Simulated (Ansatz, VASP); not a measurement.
Given: the input of a run of Ansatz 0.2.0 on SnO2.

input.yaml

```yaml
crystal:
  lattice:
    - [4.6739651233, 0.0, 0.0]
    - [0.0, 4.6739651233, 0.0]
    - [0.0, 0.0, 3.1434339099]
  atoms:
    - { symbol: Sn, position: [0.5, 0.5, 0.5] }
    - { symbol: Sn, position: [0.0, 0.0, 0.0] }
    - { symbol: O, position: [0.8071, 0.1929, 0.5] }
    - { symbol: O, position: [0.6929, 0.6929, 0.0] }
    - { symbol: O, position: [0.1929, 0.8071, 0.5] }
    - { symbol: O, position: [0.3071, 0.3071, 0.0] }
kpoints:
  mp_grid: { grid: [6, 6, 8] }
scf:
  occupations: { method: fermi_dirac, width: 0.05 }
hamiltonian:
  xc: pbesol
  pseudopotentials: { kind: all_electron, lapw: { basis_error: 0.001 } }
output:
  forces: true
  stress: true
  eigenvalues: true
```

Potentials or basis: all-electron LAPW, scalar-relativistic.

The run is started by

```sh
$ ansatz run input.yaml --threads 4 --pin off --max-ram 12288MiB --backend cpu --events-out ev --progress --plain --runs-dir out
```

Task: Set up the same calculation for VASP 6.6.1. Potentials there: VASP PAW PBE potentials, release 64 (Sn_d, O).

Result: As run (the cutoff follows the program's own potentials):

Contents of INCAR:

```
PREC = Accurate
ENCUT = 520
EDIFF = 1E-6
ISMEAR = -1
SIGMA = 0.05
LREAL = F
LASPH = T
NELM = 80
ALGO = Normal
ISIF = 2
LWAVE = F
LCHARG = T
GGA = PS
LELF = T
LVHAR = T
NBANDS = 35
```

KPOINTS

```
regular mesh
0
Gamma
  6 6 8
```

Contents of POSCAR:

```
SnO2
1.0
    4.6739651233      0.0000000000      0.0000000000
    0.0000000000      4.6739651233      0.0000000000
    0.0000000000      0.0000000000      3.1434339099
Sn O
2 4
Direct
    0.5000000000      0.5000000000      0.5000000000
    0.0000000000      0.0000000000      0.0000000000
    0.8071000000      0.1929000000      0.5000000000
    0.6929000000      0.6929000000      0.0000000000
    0.1929000000      0.8071000000      0.5000000000
    0.3071000000      0.3071000000      0.0000000000
```

Potentials or basis: VASP PAW PBE potentials, release 64 (Sn_d, O).

Launch:

```sh
$ cat potpaw_PBE.64/Sn_d/POTCAR potpaw_PBE.64/O/POTCAR > POTCAR
$ mpirun -np 1 vasp_std > vasp.out
```

Both were run:

|  | VASP | Ansatz | Ansatz less VASP |
| --- | --- | --- | --- |
| gap on the k mesh at the Fermi level (eV) | 1.66 | 1.67 | +0.007 |
| least direct gap on the mesh (eV) | 1.66 | 1.67 | +0.007 |
| pressure (GPa) | 15.4 | 14.6 | -0.83 |
| traceless stress, the component that is largest in VASP (GPa) | 3.62 | 3.34 | -0.282 |
| rms of the force components (eV/Å) | 0.193 | 0.182 | -0.0109 |

VASP's potentials were made for PBE, not for PBEsol. Atom by atom the forces differ by 0.011 eV/Å (rms over components). Ansatz ran all-electron here, and VASP with PAW potentials.
